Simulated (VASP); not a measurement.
Set up this calculation in VASP 6.6.1, as the native input.

| Property | Result |
| --- | --- |
| Task | single point |
| Functional | PBEsol |
| Potentials or basis | VASP PAW PBE potentials, release 64 (Sn_d, O) |
| Cutoff | 520 eV |
| k mesh | 6 × 4 × 4 |
| Occupations | gaussian, width 0.01 eV |
| Spin | no spin polarisation |
| Dipole correction | no |
| Further INCAR settings | ALGO = Normal; EDIFF = 1e-06; NBANDS = 28 |

The structure of SnO lies in POSCAR:

```
SnO
1.0
    3.3550050000      0.0000000000      0.0000000000
    0.0000000000      5.6741040000      0.0000000000
    0.0000000000      0.0000000000      4.2219700000
Sn O
2 2
Direct
    0.0000000000      0.2319090000      0.5131440000
    0.5000000000      0.7680910000      0.0131440000
    0.0000000000      0.8912500000      0.7368570000
    0.5000000000      0.1087500000      0.2368570000
```

One way to write it, as run:

INCAR

```
SYSTEM = SnO
PREC = Accurate ; ENCUT = 520
EDIFF = 1E-6 ; ISMEAR = 0
SIGMA = 0.01 ; LREAL = .FALSE.
LASPH = .TRUE. ; NELM = 60
ALGO = Normal ; ISIF = 2
LWAVE = .FALSE. ; LCHARG = .FALSE.
GGA = PS ; NBANDS = 28
```

KPOINTS

```
Automatic mesh
0
G
  6 4 4
  0 0 0
```

Potentials or basis: VASP PAW PBE potentials, release 64 (Sn_d, O).

Launch:

```bash
$ cat potpaw_PBE.64/Sn_d/POTCAR potpaw_PBE.64/O/POTCAR > POTCAR
$ mpirun -np 1 vasp_std > vasp.out
```

It gave:

```yaml
Pressure: -2.9 GPa
Largest_force: 0.351 eV/Å
Band_gap_on_the_k_mesh: 1.58 eV, indirect (least direct gap 2.33 eV)
```

Caveat: the PAW data sets were made with another functional, which shifts forces and pressure a little; spin-orbit coupling is left out, which moves the levels of the heavy elements.

Wall time 56 s on 1 thread of Intel Xeon 6975P-C, with other jobs on the host, peak memory 0.22 GiB.
